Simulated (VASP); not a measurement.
# Hf (P6_3/mmc) in VASP: single point with r2SCAN

Aim: the single point of Hf with r2SCAN.

Everything below comes from runs of VASP 6.6.1. Logs are shortened: lines on timing, memory, paths and dates and some standing lists are left out, and cuts for length are marked.

### Step 1. The cell of the first run

Symmetry: P6_3/mmc, No. 194, hexagonal system. Conventional cell: a = 3.198 Å, b = 3.198 Å, c = 5.049 Å, α = 90.00°, β = 90.00°, γ = 120.00°. Hf (site symmetry -6m2) has 12 Hf at 3.13 to 3.20 Å within 4.1 Å.

### Step 2. Single point, r2SCAN

File POSCAR:

```
Hf
1.0
    3.1982454588      0.0000000000      0.0000000000
   -1.5991227294      2.7697618149      0.0000000000
    0.0000000000      0.0000000000      5.0493489332
Hf
2
Direct
    0.3333333333      0.6666666667      0.2500000000
    0.6666666667      0.3333333333      0.7500000000
```

File INCAR.step1:

```
SYSTEM = Hf
PREC = Accurate
ENCUT = 520
ISMEAR = -1
SIGMA = 0.1
LREAL = .False.
LASPH = .True.
NELM = 80
NBANDS = 17
GGA = PE
ALGO = Normal
EDIFF = 1E-4
LWAVE = .True.
LCHARG = .False.
```

File INCAR.step2:

```
SYSTEM = Hf
PREC = Accurate
ENCUT = 520
EDIFF = 1E-6
ISMEAR = -1
SIGMA = 0.1
LREAL = .False.
LASPH = .True.
NELM = 80
ALGO = Normal
ISIF = 2
LWAVE = .False.
LCHARG = .False.
METAGGA = R2SCAN
LMIXTAU = .True.
NBANDS = 17
ISTART = 1
```

File KPOINTS:

```
regular mesh
0
Gamma
  15 15 8
  0 0 0
```

Potentials or basis: VASP PAW PBE potentials, release 64 (Hf_pv).

Launch:

```console
cat potpaw_PBE.64/Hf_pv/POTCAR > POTCAR
cp INCAR.step1 INCAR
mpirun -np 1 vasp_std > vasp.out
cp INCAR.step2 INCAR
mpirun -np 1 vasp_std > vasp.out
```

OUTCAR:

```text
SYSTEM = Hf
   PREC = Accurate
   ENCUT = 520
   EDIFF = 1E-6
   ISMEAR = -1
   LREAL = .False.
   LASPH = .True.
   NELM = 80
   ISIF = 2
   METAGGA = R2SCAN
   ISTART = 1

 ion  position               nearest neighbor table
   1  0.333  0.667  0.250-   2 3.13   2 3.13   2 3.13   2 3.13   2 3.13   2 3.13
   2  0.667  0.333  0.750-   1 3.13   1 3.13   1 3.13   1 3.13   1 3.13   1 3.13

  LATTYP: Found a hexagonal cell.
 ALAT       =     3.1982454588
 C/A-ratio  =     1.5787871814

  Lattice vectors:

 A1 = (   3.1982454588,   0.0000000000,   0.0000000000)
 A2 = (  -1.5991227294,   2.7697618149,   0.0000000000)
 A3 = (   0.0000000000,   0.0000000000,   5.0493489332)

Analysis of symmetry for initial positions (statically):
=====================================================================
 Subroutine PRICEL returns:
 Original cell was already a primitive cell.

 Routine SETGRP: Setting up the symmetry group for a
 hexagonal supercell.

 Subroutine GETGRP returns: Found 24 space group operations
 (whereof 12 operations were pure point group operations)
 out of a pool of 24 trial point group operations.

The static configuration has the point symmetry D_3d.
 The point group associated with its full space group is D_6h.

Analysis of symmetry for dynamics (positions and initial velocities):
=====================================================================
 Subroutine PRICEL returns:
 Original cell was already a primitive cell.

 Routine SETGRP: Setting up the symmetry group for a
 hexagonal supercell.

 Subroutine GETGRP returns: Found 24 space group operations
 (whereof 12 operations were pure point group operations)
 out of a pool of 24 trial point group operations.

The dynamic configuration has the point symmetry D_3d.
 The point group associated with its full space group is D_6h.

 Subroutine INISYM returns: Found 24 space group operations
 (whereof 12 operations are pure point group operations),
 and found     1 'primitive' translations

----------------------------------------------------------------------------------------

                                     Primitive cell

  volume of cell :      44.7290

  direct lattice vectors                    reciprocal lattice vectors
     3.198245459  0.000000000  0.000000000     0.312671436  0.180520938  0.000000000
    -1.599122729  2.769761815  0.000000000     0.000000000  0.361041875  0.000000000
     0.000000000  0.000000000  5.049348933     0.000000000  0.000000000  0.198045335

  length of vectors
     3.198245459  3.198245459  5.049348933     0.361041875  0.361041875  0.198045335

  position of ions in fractional coordinates (direct lattice)
     0.333333333  0.666666667  0.250000000
     0.666666667  0.333333333  0.750000000

  ion indices of the primitive-cell ions
   primitive index   ion index
                 1           1
                 2           2

----------------------------------------------------------------------------------------

 KPOINTS: regular mesh

Automatic generation of k-mesh.
 Grid dimensions read from file:
 generate k-points for:   15   15    8

 Generating k-lattice:

  Cartesian coordinates                     Fractional coordinates (reciprocal lattice)
     0.020844762  0.012034729  0.000000000     0.066666667 -0.000000000  0.000000000
     0.000000000  0.024069458  0.000000000     0.000000000  0.066666667  0.000000000
     0.000000000  0.000000000  0.024755667     0.000000000  0.000000000  0.125000000

  Length of vectors
     0.024069458  0.024069458  0.024755667

  Shift w.r.t. Gamma in fractional coordinates (k-lattice)
     0.000000000  0.000000000  0.000000000

 Subroutine IBZKPT returns following result:
 ===========================================

 Found    135 irreducible k-points:

 Following reciprocal coordinates:
            Coordinates               Weight
  0.000000  0.000000  0.000000      1.000000
  0.066667  0.000000  0.000000      6.000000
  0.133333 -0.000000  0.000000      6.000000
  0.200000 -0.000000  0.000000      6.000000
  0.266667 -0.000000  0.000000      6.000000
  0.333333 -0.000000  0.000000      6.000000
[... 16 lines left out ...]
  0.333333  0.200000  0.000000     12.000000
  0.400000  0.200000  0.000000      6.000000
 [... further k-points ...]
   k-points           NKPTS =    135   k-points in BZ     NKDIM =    135   number of bands    NBANDS=     17
   number of dos      NEDOS =    301   number of ions     NIONS =      2
   total plane-waves  NPLWV =  23040
   dimension x,y,z NGX =    24 NGY =   24 NGZ =   40
   dimension x,y,z NGXF=    48 NGYF=   48 NGZF=   80
   ions per type =               2
   NGX,Y,Z   is equivalent  to a cutoff of  12.48, 12.48, 13.17 a.u.
   NGXF,Y,Z  is equivalent  to a cutoff of  24.95, 24.95, 26.34 a.u.
 SYSTEM =  Hf
   PREC   = accura    normal or accurate (medium, high low for compatibility)
   ISTART =      1    job   : 0-new  1-cont  2-samecut
   ICHARG =      0    charge: 1-file 2-atom 10-const
   ISPIN  =      1    spin polarized calculation?
   LNONCOLLINEAR =      F non collinear calculations
   LSORBIT =      F    spin-orbit coupling
   LASPH  =      T    aspherical Exc in radial PAW
   ENCUT  =  520.0 eV  38.22 Ry    6.18 a.u.   5.95  5.95  9.39*2*pi/ulx,y,z
   NELM   =     80;   NELMIN=  2; NELMDL=  0     # of ELM steps
   EDIFF  = 0.1E-05   stopping-criterion for ELM
   LREAL  =      F    real-space projection
   EDIFFG = 0.1E-04   stopping-criterion for IOM
   NSW    =      0    number of steps for IOM
   IBRION =     -1    ionic relax: 0-MD 1-quasi-New 2-CG
   NFREE  =      0    steps in history (QN), initial steepest desc. (CG)
   ISIF   =      2    stress and relaxation
   ISYM   =      2    0-nonsym 1-usesym 2-fastsym
   POTIM  = 0.5000    time-step for ionic-motion
   TEBEG  =    0.0;   TEEND  =   0.0 temperature during run
   PSTRESS=    0.0 pullay stress
   NELECT =      20.0000    total number of electrons
   NUPDOWN=      -1.0000    fix difference up-down
   EMIN   =  10.00;   EMAX   =-10.00  energy-range for DOS
   EFERMI =   0.00;   METHOD = LEGACY
   ISMEAR =    -1;   SIGMA  =   0.10  broadening in eV -4-tet -1-fermi 0-gaus
   EFERMI_NEDOS =   21; number of points for ismear=-14 and -15
   IALGO  =     38    algorithm
   IMIX   =      4    mixing-type and parameters
     AMIX     =   0.40;   BMIX     =  1.00
     AMIX_MAG =   1.60;   BMIX_MAG =  1.00
  volume/ion in A,a.u.               =      22.36       150.92
  Fermi-wavevector in a.u.,A,eV,Ry     =   1.251858  2.365668 21.322339  1.567148
  Thomas-Fermi vector in A             =   2.385785
   LORBIT       =      0    0 simple, 1 ext, 2 COOP (PROOUT), +10 PAW based schemes
   METAGGA = R2SCAN    functional components
   LHFCALC =     F    Hartree Fock is set to
   AEXX    =    0.0000 exact exchange contribution
   IVDW    =     0    specifies the selected vdW correction
   LEPSILON=     F    determine dielectric tensor
   LRPA    =     F    only Hartree local field effects (RPA)
 non-spin polarized calculation
  energy-cutoff  :      520.00
  volume of cell :       44.73
 maximum number of plane-waves:      1236
 NGX is ok and might be reduce to    24
   NGX = 11   NGY = 11   NGZ = 19

 number of electron      20.0000004 magnetization

 Free energy of the ion-electron system (eV)
  ---------------------------------------------------
  ext. energy  EPLUGINS =         0.00000000
  ---------------------------------------------------
  free energy    TOTEN  =       -90.32506967 eV

  energy without entropy =      -90.27793130  energy(sigma->0) =      -90.30150049

 E-fermi :   4.8242     XC(G=0): -12.1555

 val. band max:        4.8177457558   @ k =   0.1333   0.0667   0.1250
 cond. band min:       4.8632358016   @ k =   0.3333   0.3333   0.2500
 fundamental gap:      0.0454900459
 Fermi energy:         4.8241767450

 k-point     1 :       0.0000    0.0000    0.0000
  band No.  band energies     occupation
      1     -27.4140      2.00000
      2     -26.6464      2.00000
      3     -26.6464      2.00000
      4     -26.5160      2.00000
      5     -26.5160      2.00000
      6     -26.5153      2.00000
[... 9 lines left out ...]
     16       7.7467      0.00000
     17      10.4928      0.00000

 k-point     2 :       0.0667    0.0000    0.0000
  band No.  band energies     occupation
      1     -27.4020      2.00000
      2     -26.6718      2.00000
      3     -26.6550      2.00000
      4     -26.5428      2.00000
      5     -26.5207      2.00000
      6     -26.5193      2.00000
[... 9 lines left out ...]
     16       7.6080      0.00000
     17      10.6047      0.00000

 k-point     3 :       0.1333   -0.0000    0.0000
  band No.  band energies     occupation
      1     -27.3669      2.00000
      2     -26.7436      2.00000
      3     -26.6786      2.00000
      4     -26.6174      2.00000
      5     -26.5371      2.00000
      6     -26.5290      2.00000
[... 9 lines left out ...]
     16       7.5291      0.00000
     17      10.8623      0.00000

 k-point     4 :       0.2000   -0.0000    0.0000
  band No.  band energies     occupation
      1     -27.3120      2.00000
      2     -26.8496      2.00000
      3     -26.7236      2.00000
      4     -26.7122      2.00000
      5     -26.5646      2.00000
      6     -26.5444      2.00000
[... 9 lines left out ...]
     16       8.1149      0.00000
     17      11.1411      0.00000
[... 343 lines left out ...]
      1     -27.1022      2.00000
      2     -27.0713      2.00000
      3     -27.0312      2.00000
      4     -26.8453      2.00000
      5     -26.7130      2.00000
      6     -26.7006      2.00000
[... 9 lines left out ...]
     16      11.1575      0.00000
     17      11.4257      0.00000

 k-point    23 :       0.3333    0.2000    0.0000
  band No.  band energies     occupation
      1     -27.1550      2.00000
      2     -27.0320      2.00000
      3     -27.0044      2.00000
      4     -26.9029      2.00000
      5     -26.7645      2.00000
      6     -26.7278      2.00000
[... 9 lines left out ...]
     16      11.1412      0.00000
     17      12.0344      0.00000

 k-point    24 :       0.4000    0.2000    0.0000
  band No.  band energies     occupation
      1     -27.1733      2.00000
      2     -27.0252      2.00000
      3     -26.9719      2.00000
      4     -26.9308      2.00000
      5     -26.7916      2.00000
      6     -26.7371      2.00000
[... 9 lines left out ...]
     16      11.1345      0.00000
     17      11.6194      0.00000

 [... further k-points ...]
[... 5 lines left out ...]
  --------------------------------------------------------------------------------------
  -------------------------------------------------------------------------------------
  Total       -0.1508180     -0.1508180     -0.1874892      0.0000000      0.0000000     -0.0000000
  in kB       -5.4022450     -5.4022450     -6.7157914      0.0000000      0.0000000     -0.0000000
  external PRESSURE =      -5.8400938 kB  Pullay stress =       0.0000000 kB

 VOLUME and BASIS-vectors are now :
 -----------------------------------------------------------------------------
  energy-cutoff  :      520.00
  volume of cell :       44.73
      direct lattice vectors                 reciprocal lattice vectors
     3.198245459  0.000000000  0.000000000     0.312671436  0.180520938  0.000000000
    -1.599122729  2.769761815  0.000000000     0.000000000  0.361041875  0.000000000
     0.000000000  0.000000000  5.049348933     0.000000000  0.000000000  0.198045335

 POSITION                                       TOTAL-FORCE (eV/Angst)
 -----------------------------------------------------------------------------------
     -0.00000      1.84651      1.26234         0.000000      0.000000      0.000000
      1.59912      0.92325      3.78701        -0.000000      0.000000      0.000000
 -----------------------------------------------------------------------------------
    total drift:                               -0.000000      0.000000     -0.000000

  FREE ENERGIE OF THE ION-ELECTRON SYSTEM (eV)
  ---------------------------------------------------
  free  energy   TOTEN  =       -90.3250696666 eV

  energy  without entropy=      -90.2779313042  energy(sigma->0) =      -90.30150049
```

Run time: 8.7 min. Hardware: 1 thread of Oxide Virtual Turin-like, shared host; peak memory 0.19 GiB.

Results:

* Free energy: -90.3251 eV
* Pressure: -0.6 GPa
* Band gap on the k mesh: zero (band 10 reaches 6.16 eV, above the bottom of band 11 at 4.41 eV)

Caveat: the PAW data sets were made with another functional, which shifts forces and pressure a little; spin-orbit coupling is left out, which moves the levels of the heavy elements.
